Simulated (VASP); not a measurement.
Bi4Te: relaxation of cell and atoms with PBE

The system is Bi4Te.

```
Bi Te
1.0
     3.31073    1.91145    4.35281
    -3.31073    1.91145    4.35281
     0.00000   -3.82290    4.35281
Bi Te
4 1
Direct
  0.50000 0.50000 0.50000
  0.56841 0.43159 0.00000
  0.00000 0.56841 0.43159
  0.43159 0.00000 0.56841
  0.00000 0.00000 0.00000
```

The cell was built from a structure type or drawn by symmetry, and may not be a known phase.

```
Program                : VASP 6.6.1
Task                   : relaxation of cell and atoms
Functional             : PBE
Potentials or basis    : VASP PAW PBE potentials, release 64 (Bi_d, Te)
Cutoff                 : 600 eV
k mesh                 : 3 × 3 × 3
Occupations            : gaussian, width 0.1 eV
Spin                   : no spin polarisation
Dipole correction      : no
Further INCAR settings : ALGO = Fast; EDIFF = 1e-06; IBRION = 2; EDIFFG = -0.04; NSW = 90; ISIF = 3
```

```yaml
Relaxed_volume: 41.63 Å³/atom
Relaxed_cell: a = 6.440 Å, b = 6.440 Å, c = 6.440 Å, α = 64.65°, β = 64.65°, γ = 64.65°
Space_group_after_relaxing_to_0.1_Å: R32 (No. 155)
Energy_gained_by_relaxing: 328.0 meV/atom
Ionic_steps: 12
Pressure_after_relaxing: 0.0 GPa
Largest_force_after_relaxing: 0.003 eV/Å
Band_gap_on_the_k_mesh: zero (bands 33 and 34 overlap by 1.94 eV)
```

Forces in eV/Å, atoms in the order of the input:
```
Bi   0.000  0.000  0.000
Bi   0.003  0.000  0.000
Bi  -0.002  0.003  0.000
Bi  -0.002 -0.003  0.000
Te   0.000  0.000  0.000
```

The path:
```csv
step,energy change (eV),largest force (eV/Å),pressure (GPa),volume (Å³)
1,0.0000,0.5948,13.79,165.28
2,-0.9427,0.2741,-4.15,243.02
3,-1.4788,0.0113,-0.20,206.92
4,-1.5862,0.1126,-0.06,207.51
5,-1.6204,0.2343,0.26,207.86
6,-1.6209,0.2224,0.22,207.84
7,-1.6280,0.1564,-0.16,209.77
8,-1.6291,0.1268,-0.33,210.73
9,-1.6349,0.0956,-0.18,209.66
10,-1.6389,0.0519,0.04,208.20
11,-1.6392,0.0369,0.10,207.72
12,-1.6401,0.0031,-0.03,208.13
```

Final structure:
```
Bi Te
1.0
     3.44374    1.98824    5.06627
    -3.44374    1.98824    5.06627
     0.00000   -3.97648    5.06627
Bi Te
4 1
Direct
  0.50000 0.50000 0.50000
  0.55709 0.44291 0.00000
  0.00000 0.55709 0.44291
  0.44291 0.00000 0.55709
  0.00000 0.00000 0.00000
```

Levels at points of the mesh, in eV from the Fermi level:
```
           k point  band 29  band 30  band 31  band 32  band 33  band 34  band 35  band 36  band 37  band 38
(0.00, 0.00, 0.00)    -2.22    -1.93    -1.93    -0.61     1.82     1.82     2.49     3.17     3.41     3.41
```

It took 10 min on 1 thread of Intel(R) Xeon(R) Platinum 8488C (Sapphire Rapids), on a shared host, peak memory 0.36 GiB.

Caveat: the k points lie up to 0.38 Å⁻¹ apart in the final cell, too coarse for converged energies and pressures of a metal; the volume moved by over 15 % at a fixed basis, so the end points are rough; spin-orbit coupling is left out, which moves the levels of the heavy elements.
